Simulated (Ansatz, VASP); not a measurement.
## Two plane-wave programs on Re

```xyz
1
Lattice="0.0000 1.9881 1.9881 1.9881 0.0000 1.9881 1.9881 1.9881 0.0000" Properties=species:S:1:pos:R:3 pbc="T T T"
Re    0.0000    0.0000    0.0000
```

Change from the starting cell: volume scaled by 1.02, PAW files.

Alike in both runs: task electric field gradients; functional PBE; k mesh 14 × 14 × 14; occupations fermi-dirac, width 0.03 eV; no spin polarisation.

|  | VASP | Ansatz |
| --- | --- | --- |
| version | VASP 6.6.1 | Ansatz 0.2.0 |
| potentials or method | VASP PAW PBE potentials, release 64 (Re) | PAW with Ansatz's default frozen-core files, scalar-relativistic |
| plane-wave cutoff (eV) | 520 | 420 |
| valence electrons in the cell | 7 | 15 |

```csv
,VASP,Ansatz,Ansatz less VASP
pressure (GPa),-16.0,-15.2,+0.76
```

VASP's potentials hold 7 valence electrons a cell and Ansatz's 15, so a difference there can come from the potentials and not from the codes.

Spin-orbit coupling is off throughout.
